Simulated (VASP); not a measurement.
# ZrB in VASP: settings compared

ZrB is run at these levels: PBE, r2SCAN; tasks: single point.

Everything below comes from runs of VASP 6.6.1. Logs are shortened: lines on timing, memory, paths and dates and some standing lists are left out, and cuts for length are marked.

### 1 The cell of the first run

Symmetry: Fm-3m, No. 225, cubic system. Conventional cell: a = 5.063 Å, b = 5.063 Å, c = 5.063 Å, α = 90.00°, β = 90.00°, γ = 90.00°. Zr (site symmetry m-3m) has 6 B at 2.53 Å within 3.3 Å. Within 3.3 Å of B (site symmetry m-3m) lie 6 Zr at 2.53 Å.

### 2 Single point, PBE (16.22 Å³/atom)

INCAR

```
PREC     = Accurate       # precision mode
ENCUT    = 520            # plane-wave cutoff, eV
EDIFF    = 1E-7           # SCF threshold, eV
ISMEAR   = 0              # smearing method
SIGMA    = 0.05           # smearing width, eV
LREAL    = False          # projectors in reciprocal space
LASPH    = True           # aspherical terms in the spheres
NELM     = 100            # most SCF steps
ALGO     = Normal         # electronic algorithm
ISIF     = 2              # what is computed and relaxed
LWAVE    = False          # write WAVECAR
LCHARG   = False          # write CHGCAR
GGA      = PE             # functional
NBANDS   = 14             # bands
```

KPOINTS

```
regular mesh
0
Gamma
  12 12 12
```

POSCAR

```
ZrB
1.0
    0.0000000000      2.5312764881      2.5312764881
    2.5312764881      0.0000000000      2.5312764881
    2.5312764881      2.5312764881      0.0000000000
Zr B
1 1
Direct
    0.5000000000      0.5000000000      0.5000000000
    0.0000000000      0.0000000000      0.0000000000
```

Potentials or basis: VASP PAW PBE potentials, release 64 (Zr_sv, B).

Run with:

```bash
cat potpaw_PBE.64/Zr_sv/POTCAR potpaw_PBE.64/B/POTCAR > POTCAR
mpirun -np 1 vasp_std > vasp.out
```

OUTCAR:

```text
PREC = Accurate
   ENCUT = 520
   EDIFF = 1E-7
   ISMEAR = 0
   LREAL = False
   LASPH = True
   NELM = 100
   ISIF = 2
   GGA = PE

 ion  position               nearest neighbor table
   1  0.500  0.500  0.500-   2 2.53   2 2.53   2 2.53   2 2.53   2 2.53   2 2.53
   2  0.000  0.000  0.000-   1 2.53   1 2.53   1 2.53   1 2.53   1 2.53   1 2.53

  LATTYP: Found a face centered cubic cell.
 ALAT       =     5.0625529762

  Lattice vectors:

 A1 = (   0.0000000000,   2.5312764881,   2.5312764881)
 A2 = (   2.5312764881,   0.0000000000,   2.5312764881)
 A3 = (   2.5312764881,   2.5312764881,   0.0000000000)

Analysis of symmetry for initial positions (statically):
=====================================================================
 Subroutine PRICEL returns:
 Original cell was already a primitive cell.

 Routine SETGRP: Setting up the symmetry group for a
 face centered cubic supercell.

 Subroutine GETGRP returns: Found 48 space group operations
 (whereof 48 operations were pure point group operations)
 out of a pool of 48 trial point group operations.

The static configuration has the point symmetry O_h .

Analysis of symmetry for dynamics (positions and initial velocities):
=====================================================================
 Subroutine PRICEL returns:
 Original cell was already a primitive cell.

 Routine SETGRP: Setting up the symmetry group for a
 face centered cubic supercell.

 Subroutine GETGRP returns: Found 48 space group operations
 (whereof 48 operations were pure point group operations)
 out of a pool of 48 trial point group operations.

The dynamic configuration has the point symmetry O_h .

 Subroutine INISYM returns: Found 48 space group operations
 (whereof 48 operations are pure point group operations),
 and found     1 'primitive' translations

----------------------------------------------------------------------------------------

                                     Primitive cell

  volume of cell :      32.4376

  direct lattice vectors                    reciprocal lattice vectors
     0.000000000  2.531276488  2.531276488    -0.197528797  0.197528797  0.197528797
     2.531276488  0.000000000  2.531276488     0.197528797 -0.197528797  0.197528797
     2.531276488  2.531276488  0.000000000     0.197528797  0.197528797 -0.197528797

  length of vectors
     3.579765540  3.579765540  3.579765540     0.342129913  0.342129913  0.342129913

  position of ions in fractional coordinates (direct lattice)
     0.500000000  0.500000000  0.500000000
     0.000000000  0.000000000  0.000000000

  ion indices of the primitive-cell ions
   primitive index   ion index
                 1           1
                 2           2

----------------------------------------------------------------------------------------

 KPOINTS: regular mesh

Automatic generation of k-mesh.
 Grid dimensions read from file:
 generate k-points for:   12   12   12

 Generating k-lattice:

  Cartesian coordinates                     Fractional coordinates (reciprocal lattice)
    -0.016460733  0.016460733  0.016460733     0.083333333  0.000000000  0.000000000
     0.016460733 -0.016460733  0.016460733     0.000000000  0.083333333  0.000000000
     0.016460733  0.016460733 -0.016460733     0.000000000  0.000000000  0.083333333

  Length of vectors
     0.028510826  0.028510826  0.028510826

  Shift w.r.t. Gamma in fractional coordinates (k-lattice)
     0.000000000  0.000000000  0.000000000

 Subroutine IBZKPT returns following result:
 ===========================================

 Found     72 irreducible k-points:

 Following reciprocal coordinates:
            Coordinates               Weight
  0.000000  0.000000  0.000000      1.000000
  0.083333  0.000000  0.000000      8.000000
  0.166667  0.000000  0.000000      8.000000
  0.250000  0.000000  0.000000      8.000000
  0.333333  0.000000  0.000000      8.000000
  0.416667  0.000000  0.000000      8.000000
[... 16 lines left out ...]
  0.500000  0.166667  0.000000     24.000000
 -0.416667  0.166667  0.000000     24.000000
 [... further k-points ...]
   k-points           NKPTS =     72   k-points in BZ     NKDIM =     72   number of bands    NBANDS=     14
   number of dos      NEDOS =    301   number of ions     NIONS =      2
   total plane-waves  NPLWV =  21952
   dimension x,y,z NGX =    28 NGY =   28 NGZ =   28
   dimension x,y,z NGXF=    56 NGYF=   56 NGZF=   56
   ions per type =               1   1
   NGX,Y,Z   is equivalent  to a cutoff of  13.00, 13.00, 13.00 a.u.
   NGXF,Y,Z  is equivalent  to a cutoff of  26.01, 26.01, 26.01 a.u.
 SYSTEM =  unknown system
   PREC   = accura    normal or accurate (medium, high low for compatibility)
   ISTART =      0    job   : 0-new  1-cont  2-samecut
   ICHARG =      2    charge: 1-file 2-atom 10-const
   ISPIN  =      1    spin polarized calculation?
   LNONCOLLINEAR =      F non collinear calculations
   LSORBIT =      F    spin-orbit coupling
[... 28 lines left out ...]
   GGA     = PE    functional components
   LHFCALC =     F    Hartree Fock is set to
   AEXX    =    0.0000 exact exchange contribution
   IVDW    =     0    specifies the selected vdW correction
   LEPSILON=     F    determine dielectric tensor
   LRPA    =     F    only Hartree local field effects (RPA)
 non-spin polarized calculation
 Gauss-broadening in eV      SIGMA  =   0.05
  energy-cutoff  :      520.00
  volume of cell :       32.44
 maximum number of plane-waves:       895
   NGX = 13   NGY = 13   NGZ = 13

 number of electron      15.0000000 magnetization

 Free energy of the ion-electron system (eV)
  ---------------------------------------------------
  ext. energy  EPLUGINS =         0.00000000
  ---------------------------------------------------
  free energy    TOTEN  =       -15.88530627 eV

  energy without entropy =      -15.88438678  energy(sigma->0) =      -15.88484653

 E-fermi :   6.5886     XC(G=0): -11.0483

 val. band max:        6.5669918653   @ k =   0.2500   0.0000   0.0000
 cond. band min:       6.6064441824   @ k =   0.2500   0.0833   0.0000
 fundamental gap:      0.0394523172
 Fermi energy:         6.5886308229

 k-point     1 :       0.0000    0.0000    0.0000
  band No.  band energies     occupation
      1     -41.3209      2.00000
      2     -19.1683      2.00000
      3     -19.1683      2.00000
      4     -19.1683      2.00000
      5      -1.2172      2.00000
      6       8.2190      0.00000
      7       8.2190      0.00000
      8       8.2190      0.00000
      9       9.4124      0.00000
     10       9.4124      0.00000
     11       9.7985      0.00000
     12       9.7985      0.00000
     13       9.7985      0.00000
     14      16.3478      0.00000

 k-point     2 :       0.0833    0.0000    0.0000
  band No.  band energies     occupation
      1     -41.3185      2.00000
      2     -19.1943      2.00000
      3     -19.1711      2.00000
      4     -19.1711      2.00000
      5      -1.0799      2.00000
      6       7.7648      0.00000
      7       8.0822      0.00000
      8       8.0822      0.00000
      9       8.7274      0.00000
     10       8.7274      0.00000
     11       9.9683      0.00000
     12      10.8925      0.00000
     13      10.8925      0.00000
     14      16.5837      0.00000

 k-point     3 :       0.1667    0.0000    0.0000
  band No.  band energies     occupation
      1     -41.3118      2.00000
      2     -19.2647      2.00000
      3     -19.1787      2.00000
      4     -19.1787      2.00000
      5      -0.6826      2.00000
      6       6.8214      0.00000
      7       7.3124      0.00000
      8       7.3124      0.00000
      9       8.8914      0.00000
     10       8.8914      0.00000
     11      10.2154      0.00000
     12      12.2885      0.00000
     13      12.2885      0.00000
     14      17.0606      0.00000
[... 324 lines left out ...]
 k-point    23 :       0.5000    0.1667    0.0000
  band No.  band energies     occupation
      1     -41.2814      2.00000
      2     -19.5030      2.00000
      3     -19.2655      2.00000
      4     -19.2328      2.00000
      5       1.6719      2.00000
      6       3.7852      2.00000
      7       5.6047      2.00000
      8       6.0145      2.00000
      9       9.9029      0.00000
     10      11.0242      0.00000
     11      11.7879      0.00000
     12      14.7863      0.00000
     13      14.8572      0.00000
     14      16.5595      0.00000

 k-point    24 :      -0.4167    0.1667    0.0000
  band No.  band energies     occupation
      1     -41.2808      2.00000
      2     -19.5066      2.00000
      3     -19.2784      2.00000
      4     -19.2238      2.00000
      5       1.8738      2.00000
      6       3.5792      2.00000
      7       5.6164      2.00000
      8       5.8160      2.00000
      9      10.5923      0.00000
     10      10.6794      0.00000
     11      11.6366      0.00000
     12      14.6439      0.00000
     13      15.5683      0.00000
     14      15.9369      0.00000

 [... further k-points ...]

------------------------ aborting loop because EDIFF is reached ----------------------------------------

  FORCE on cell =-STRESS in cart. coord.  units (eV):
  Direction    XX          YY          ZZ          XY          YZ          ZX
  --------------------------------------------------------------------------------------
  -------------------------------------------------------------------------------------
  Total       -2.5528694     -2.5528694     -2.5528694      0.0000000      0.0000000      0.0000000
  in kB     -126.0928407   -126.0928407   -126.0928407      0.0000000      0.0000000      0.0000000
  external PRESSURE =    -126.0928407 kB  Pullay stress =       0.0000000 kB

 VOLUME and BASIS-vectors are now :
 -----------------------------------------------------------------------------
  energy-cutoff  :      520.00
  volume of cell :       32.44
      direct lattice vectors                 reciprocal lattice vectors
     0.000000000  2.531276488  2.531276488    -0.197528797  0.197528797  0.197528797
     2.531276488  0.000000000  2.531276488     0.197528797 -0.197528797  0.197528797
     2.531276488  2.531276488  0.000000000     0.197528797  0.197528797 -0.197528797

 POSITION                                       TOTAL-FORCE (eV/Angst)
 -----------------------------------------------------------------------------------
      2.53128      2.53128      2.53128         0.000000     -0.000000     -0.000000
      0.00000      0.00000      0.00000        -0.000000      0.000000      0.000000
 -----------------------------------------------------------------------------------
    total drift:                                0.000000      0.000000      0.000000

  FREE ENERGIE OF THE ION-ELECTRON SYSTEM (eV)
  ---------------------------------------------------
  free  energy   TOTEN  =       -15.8853062705 eV

  energy  without entropy=      -15.8843867820  energy(sigma->0) =      -15.88484653
```

Wall time 48 s (1 thread of Intel Xeon 8259CL, shared host); peak memory 0.18 GiB.

Results:

```yaml
Free_energy: -15.8853 eV
Pressure: -12.6 GPa
Band_gap_on_the_k_mesh: zero (an odd number of electrons rules out a gap without spin polarisation)
```

Caveat: the cell stands under tension; an odd number of electrons without spin polarisation forces a metal; a magnetic or distorted state may lie lower.

### 3 Single point, r2SCAN

This run uses another cell than the first one, of 14.74 Å³/atom.

POSCAR

```
ZrB
1.0
    0.0000000000      2.4521217160      2.4521217160
    2.4521217160      0.0000000000      2.4521217160
    2.4521217160      2.4521217160      0.0000000000
Zr B
1 1
Direct
    0.5000000000      0.5000000000      0.5000000000
    0.0000000000      0.0000000000      0.0000000000
```

INCAR.step1

```
ALGO = Normal ; EDIFF = 1E-4
ENCUT = 520 ; GGA = PE
ISMEAR = 0 ; LASPH = T
LCHARG = F ; LREAL = F
LWAVE = T ; NBANDS = 14
NELM = 100 ; PREC = Accurate
SIGMA = 0.05
```

INCAR.step2

```
ALGO = Normal ; EDIFF = 1E-6
ENCUT = 520 ; ISIF = 2
ISMEAR = 0 ; ISTART = 1
LASPH = T ; LCHARG = F
LMIXTAU = T ; LREAL = F
LWAVE = F ; METAGGA = R2SCAN
NBANDS = 14 ; NELM = 100
PREC = Accurate ; SIGMA = 0.05
```

KPOINTS

```
k-points
0
Gamma
  12 12 12
```

Potentials or basis: VASP PAW PBE potentials, release 64 (Zr_sv, B).

Run with:

```bash
cat potpaw_PBE.64/Zr_sv/POTCAR potpaw_PBE.64/B/POTCAR > POTCAR
cp INCAR.step1 INCAR
mpirun -np 1 vasp_std > vasp.out
cp INCAR.step2 INCAR
mpirun -np 1 vasp_std > vasp.out
```

It took 3.5 min on 1 thread of Intel Xeon 8259CL, shared host; peak memory 0.18 GiB.

It converged, with:

```yaml
Free_energy: -30.9849 eV
Pressure: 0.8 GPa
Band_gap_on_the_k_mesh: zero (an odd number of electrons rules out a gap without spin polarisation)
```

Levels at points of the mesh, in eV from the Fermi level:
```csv
k point,band 4,band 5,band 6,band 7,band 8,band 9,band 10,band 11,band 12,band 13
"(0.00, 0.00, 0.00)",-26.25,-8.61,2.01,2.01,2.01,3.30,3.30,3.61,3.61,3.61
"(0.50, 0.00, 0.00)",-26.31,-4.64,-3.97,-1.22,-1.22,5.19,5.19,6.55,7.83,11.93
"(0.50, 0.50, 0.00)",-26.45,-6.60,-0.93,-0.69,2.13,2.13,4.75,6.14,6.14,9.08
```

Caveat: the PAW data sets were made with another functional, which shifts forces and pressure a little; an odd number of electrons without spin polarisation forces a metal; a magnetic or distorted state may lie lower.

### 4 Single point, PBE

This run uses another cell than the first one, of 14.60 Å³/atom.

Changes to INCAR since step 2:

```diff
@@ -7,3 +7,3 @@
 LASPH    = True           # aspherical terms in the spheres
-NELM     = 100            # most SCF steps
+NELM     = 80             # most SCF steps
 ALGO     = Normal         # electronic algorithm
```

KPOINTS

```
Automatic mesh
0
Gamma
  12 12 12
```

POSCAR

```
ZrB
1.0
    0.0000000000      2.4521217160      2.4521217160
    2.4276004988      0.0000000000      2.4521217160
    2.4276004988      2.4521217160      0.0000000000
Zr B
1 1
Direct
    0.5000000000      0.5000000000      0.5000000000
    0.0000000000      0.0000000000      0.0000000000
```

Run with:

```bash
cat potpaw_PBE.64/Zr_sv/POTCAR potpaw_PBE.64/B/POTCAR > POTCAR
mpirun -np 1 vasp_std > vasp.out
```

It took 1.7 min on 1 thread of Intel Xeon 8259CL, shared host; peak memory 0.21 GiB.

Results (log left out):

| Item | Value |
| --- | --- |
| Free energy | -16.0046 eV |
| Pressure | 1.8 GPa |
| Band gap on the k mesh | zero (an odd number of electrons rules out a gap without spin polarisation) |

Stress tensor (GPa, compression positive):
```
3.94 0.00 0.00
0.00 0.72 0.00
0.00 0.00 0.72
```

Levels at points of the mesh, in eV from the Fermi level:
| k point | band 6 | band 7 | band 8 | band 9 | band 10 | band 11 |
| --- | --- | --- | --- | --- | --- | --- |
| (0.00, 0.00, 0.00) | 1.74 | 1.74 | 1.84 | 3.14 | 3.23 | 3.45 |
| (0.50, 0.00, 0.00) | -3.81 | -1.17 | -1.14 | 4.85 | 4.91 | 6.17 |
| (0.50, 0.50, 0.00) | -0.79 | -0.77 | 2.09 | 2.12 | 4.61 | 5.76 |
| (0.00, 0.50, 0.50) | -0.78 | -0.68 | 2.04 | 2.04 | 4.63 | 5.81 |

Caveat: an odd number of electrons without spin polarisation forces a metal; a magnetic or distorted state may lie lower.

### 5 Single point, PBE (atom 2 (B) moved 0.05 Å along x)

INCAR

```
SYSTEM = ZrB
ALGO = Normal
EDIFF = 1E-7
ENCUT = 520
GGA = PE
ISIF = 2
ISMEAR = 0
LASPH = .TRUE.
LCHARG = .TRUE.
LELF = .TRUE.
LREAL = .FALSE.
LVHAR = .TRUE.
LWAVE = .FALSE.
NBANDS = 14
NELM = 60
PREC = Accurate
SIGMA = 0.05
```

KPOINTS

```
k-points
0
G
  12 12 12
  0 0 0
```

POSCAR

```
ZrB
1.0
    0.0000000000      2.4521217160      2.4521217160
    2.4521217160      0.0000000000      2.4521217160
    2.4521217160      2.4521217160      0.0000000000
Zr B
1 1
Direct
    0.5000000000      0.5000000000      0.5000000000
   -0.0101952525      0.0101952525      0.0101952525
```

Run with:

```bash
cat potpaw_PBE.64/Zr_sv/POTCAR potpaw_PBE.64/B/POTCAR > POTCAR
mpirun -np 1 vasp_std > vasp.out
```

Run time: 1.9 min. Hardware: 1 thread of Intel Xeon 8259CL, shared host; peak memory 0.21 GiB.

It converged, with:

| Property | Result |
| --- | --- |
| Free energy | -16.0003 eV |
| Pressure | 0.2 GPa |
| Largest force | 0.332 eV/Å |
| Band gap on the k mesh | zero (an odd number of electrons rules out a gap without spin polarisation) |

Forces on the atoms (eV/Å):
```
Zr   0.332  0.000  0.000
B   -0.332  0.000  0.000
```

Stress tensor (GPa, compression positive):
```
0.54 0.00 0.00
0.00 0.07 0.00
0.00 0.00 0.07
```

Levels at points of the mesh, in eV from the Fermi level:
```
           k point  band 6  band 7  band 8  band 9  band 10  band 11
(0.00, 0.00, 0.00)    1.72    1.72    1.76    2.92     3.15     3.48
(0.50, 0.00, 0.00)   -3.78   -1.14   -1.14    4.82     4.82     6.09
(0.50, 0.50, 0.00)   -0.78   -0.78    2.04    2.09     4.58     5.73
(0.00, 0.50, 0.50)   -0.77   -0.76    2.06    2.06     4.56     5.73
```

Caveat: the cell differs from its parent crystal (atom 2 (B) moved 0.05 Å along x); an odd number of electrons without spin polarisation forces a metal; a magnetic or distorted state may lie lower.

### 6 Single point, PBE (atom 2 (B) moved 0.08 Å along x)

INCAR

```
PREC = Accurate
ENCUT = 520
EDIFF = 1E-6
ISMEAR = 0
SIGMA = 0.05
LREAL = F
LASPH = T
NELM = 80
ALGO = Normal
ISIF = 2
LWAVE = F
LCHARG = T
GGA = PE
LELF = T
LVHAR = T
NBANDS = 14
```

KPOINTS

```
regular mesh
0
Gamma
  12 12 12
```

Changes to POSCAR since step 5:

```diff
@@ -9,2 +9,2 @@
     0.5000000000      0.5000000000      0.5000000000
-   -0.0101952525      0.0101952525      0.0101952525
+   -0.0163124040      0.0163124040      0.0163124040
```

Potentials or basis: VASP PAW PBE potentials, release 64 (Zr_sv, B).

Run with:

```bash
cat potpaw_PBE.64/Zr_sv/POTCAR potpaw_PBE.64/B/POTCAR > POTCAR
mpirun -np 1 vasp_std > vasp.out
```

It took 1.7 min on 1 thread of Intel Xeon 8259CL, shared host; peak memory 0.21 GiB.

Results (log left out):

* Free energy: -15.9870 eV
* Pressure: 0.4 GPa
* Largest force: 0.556 eV/Å
* Band gap on the k mesh: zero (an odd number of electrons rules out a gap without spin polarisation)

Forces on the atoms (eV/Å):
```
Zr   0.556  0.000  0.000
B   -0.556  0.000  0.000
```

Stress tensor (GPa, compression positive):
```
1.20 0.00 0.00
0.00 0.02 0.00
0.00 0.00 0.02
```

Levels at points of the mesh, in eV from the Fermi level:
```
           k point  band 6  band 7  band 8  band 9  band 10  band 11
(0.00, 0.00, 0.00)    1.66    1.66    1.76    2.73     3.15     3.54
(0.50, 0.00, 0.00)   -3.77   -1.14   -1.14    4.80     4.82     6.08
(0.50, 0.50, 0.00)   -0.82   -0.78    2.02    2.13     4.60     5.72
(0.00, 0.50, 0.50)   -0.77   -0.76    2.05    2.05     4.56     5.72
```

Caveat: the cell differs from its parent crystal (atom 2 (B) moved 0.08 Å along x); an odd number of electrons without spin polarisation forces a metal; a magnetic or distorted state may lie lower.

### 7 Summary

```tsv
level	cell	gap on the mesh (eV)	pressure (GPa)	largest force (eV/Å)
PBE	a = 3.580 Å, angles 60.0°, 2 atoms, atomic positions A	none	-12.6	-
r2SCAN	a = 3.468 Å, angles 60.0°, 2 atoms, atomic positions A	none	0.8	-
PBE	a = 3.468, b = 3.451, c = 3.451 Å, angles 60.3, 59.8, 59.8°, 2 atoms, atomic positions A	none	1.8	-
PBE	a = 3.468 Å, angles 60.0°, 2 atoms, atomic positions B	none	0.2	0.33
PBE	a = 3.468 Å, angles 60.0°, 2 atoms, atomic positions C	none	0.4	0.56
```

Alike in all rows: task single point; potentials or basis VASP PAW PBE potentials, release 64 (Zr_sv, B); no spin polarisation; k mesh 12 × 12 × 12; cutoff (eV) 520; smearing gaussian 0.05 eV.

Caveats: an odd number of electrons without spin polarisation forces a metal; a magnetic or distorted state may lie lower; the cell stands under tension (at least some runs); the PAW data sets were made with another functional, which shifts forces and pressure a little (at least some runs).

Total energies depend on the potentials used, so only differences within one code and one set of settings carry meaning.

The gap in the log of VASP goes by the Fermi energy; the results here count the filled bands.